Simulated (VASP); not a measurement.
Set up this calculation in VASP 6.6.1, as the native input.

| Property | Result |
| --- | --- |
| Task | single point |
| Functional | PBEsol |
| Dispersion | D3(BJ) |
| Potentials or basis | VASP PAW PBE potentials, release 64 (Sn_d) |
| Cutoff | 520 eV |
| k mesh | 7 × 7 × 7 |
| Occupations | fermi-dirac, width 0.05 eV |
| Spin | no spin polarisation |
| Dipole correction | no |
| Further INCAR settings | ALGO = Normal; EDIFF = 1e-06; NBANDS = 21 |

The structure of Sn lies in POSCAR:

```
Sn
1.0
    0.0000000000      3.2356468179      3.2356468179
    3.2356468179      0.0000000000      3.2356468179
    3.2356468179      3.2356468179      0.0000000000
Sn
2
Direct
    0.7500000000      0.7500000000      0.7500000000
    0.5000000000      0.5000000000      0.5000000000
```

One way to write it, as run:

INCAR

```
PREC = Accurate ; ENCUT = 520
EDIFF = 1E-6 ; ISMEAR = -1
SIGMA = 0.05 ; LREAL = F
LASPH = T ; NELM = 80
ALGO = Normal ; ISIF = 2
LWAVE = F ; LCHARG = F
GGA = PS ; IVDW = 12
NBANDS = 21
```

KPOINTS

```
Automatic mesh
0
Gamma
  7 7 7
```

Potentials or basis: VASP PAW PBE potentials, release 64 (Sn_d).

Command:

```console
$ cat potpaw_PBE.64/Sn_d/POTCAR > POTCAR
$ mpirun -np 1 vasp_std > vasp.out
```

Results of the run:

```yaml
Pressure: -0.1 GPa
Band_gap_on_the_k_mesh: zero (band 14 reaches 5.67 eV, above the bottom of band 15 at 5.57 eV)
Dispersion_energy_per_atom: -0.316 eV
```

Caveat: the PAW data sets were made with another functional, which shifts forces and pressure a little; spin-orbit coupling is left out, which moves the levels of the heavy elements; pairwise dispersion overbinds metals, which lowers pressure and volume.

It took 14 s on 1 thread of Intel(R) Xeon(R) Platinum 8488C (Sapphire Rapids), with other jobs on the host, peak memory 0.21 GiB.
